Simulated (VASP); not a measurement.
Runs of VASP 6.6.1 on RbTaAs2. The structure is that of space group P6/mmm (No. 191), or close to it. The cells are those of the table. The cell was built from a structure type or drawn by symmetry, and may not be a known phase.

```tsv
task	cell	k mesh	cutoff (eV)	gap on the mesh (eV)	pressure (GPa)	relaxed volume (Å³/atom)
single point	a = 5.265, b = 5.265, c = 5.950 Å, angles 90.0, 90.0, 120.0°, 4 atoms	6 × 6 × 4	520	none	0.0	-
relaxation of cell and atoms	relaxed from a = 5.265, b = 5.265, c = 5.950 Å, angles 90.0, 90.0, 120.0°, 4 atoms	12 × 12 × 8	600	none	0.0	35.74
relaxation of cell and atoms	relaxed from a = 4.800, b = 4.800, c = 6.352 Å, angles 90.0, 90.0, 120.0°, 4 atoms	6 × 6 × 4	600	none	0.0	35.60
single point	a = 5.259, b = 5.259, c = 5.885 Å, angles 90.0, 90.0, 120.0°, 4 atoms	12 × 12 × 8	520	none	0.1	-
single point	a = 4.800, b = 4.800, c = 6.352 Å, angles 90.0, 90.0, 120.0°, 4 atoms	6 × 6 × 4	520	none	(a)	-
```

Alike in all rows: level PBE; potentials or basis VASP PAW PBE potentials, release 64 (Rb_sv, Ta_pv, As); no spin polarisation; smearing gaussian 0.1 eV.

Fill in the values left out.

(a) 7.0.

Caveats: spin-orbit coupling is left out, which moves the levels of the heavy elements; the cell stands under pressure (at least some runs).

A k mesh can miss the band edges, and the runs leave out spin-orbit coupling on As, Rb, Ta.

A gap of «none» marks levels without a gap at the run's occupations.
